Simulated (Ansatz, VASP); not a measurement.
# Mg3Te: VASP beside Ansatz

INCAR

```
  ALGO = Normal
  EDIFF = 1E-6
  ENCUT = 520
  GGA = PE
  ISIF = 2
  ISMEAR = 0
  LASPH = True
  LCHARG = False
  LREAL = False
  LWAVE = False
  NBANDS = 14
  NELM = 60
  PREC = Accurate
  SIGMA = 0.1
```

The input KPOINTS:

```
k-points
0
Gamma
  4 4 4
```

Contents of POSCAR:

```
Mg3Te
1.0
    4.6318486000      0.0000000000      0.0000000000
    0.0000000000      4.6318486000      0.0000000000
    0.0000000000      0.0000000000      4.3696687600
Mg Te
3 1
Direct
    0.0000000000      0.5000000000      0.5000000000
    0.5000000000      0.0000000000      0.5000000000
    0.5000000000      0.5000000000      0.0000000000
    0.0000000000      0.0000000000      0.0000000000
```

Input for Ansatz:

```yaml
crystal:
  lattice:
    - [4.6318486, 0.0, 0.0]
    - [0.0, 4.6318486, 0.0]
    - [0.0, 0.0, 4.36966876]
  atoms:
    - { symbol: Mg, position: [0.0, 0.5, 0.5] }
    - { symbol: Mg, position: [0.5, 0.0, 0.5] }
    - { symbol: Mg, position: [0.5, 0.5, 0.0] }
    - { symbol: Te, position: [0.0, 0.0, 0.0] }
basis:
  ecutwfc: 420
kpoints:
  mp_grid: { grid: [4, 4, 4] }
hamiltonian:
  xc: pbe
scf:
  occupations: { method: gaussian, width: 0.1 }
  lower_state_search: "off"
output:
  forces: true
  stress: true
  eigenvalues: true
```

Change from the starting cell: species swapped into the Ti3Ag type (P4/mmm, No. 123).

Alike in both runs: task single point; functional PBE; k mesh 4 × 4 × 4; occupations gaussian, width 0.1 eV; no spin polarisation.

|  | VASP | Ansatz |
| --- | --- | --- |
| version | VASP 6.6.1 | Ansatz 0.2.0 |
| potentials or method | VASP PAW PBE potentials, release 64 (Mg, Te), cutoff 520 eV | scalar-relativistic, plane waves, PAW |
| valence electrons in the cell | 12 | 46 |

|  | VASP | Ansatz | Ansatz less VASP |
| --- | --- | --- | --- |
| gap on the k mesh at the Fermi level (eV) | none | none | - |
| pressure (GPa) | 1.5 | 1.6 | +0.10 |
| traceless stress, the component that is largest in VASP (GPa) | 0.83 | 0.83 | -0.001 |

A gap of «none» marks a metal or a gap that the smearing closes. With one functional, cell and mesh, what is left measures potentials, basis and numerics. VASP's potentials hold 12 valence electrons a cell and Ansatz's 46, so a difference there can come from the potentials and not from the codes.

Spin-orbit coupling is off throughout.
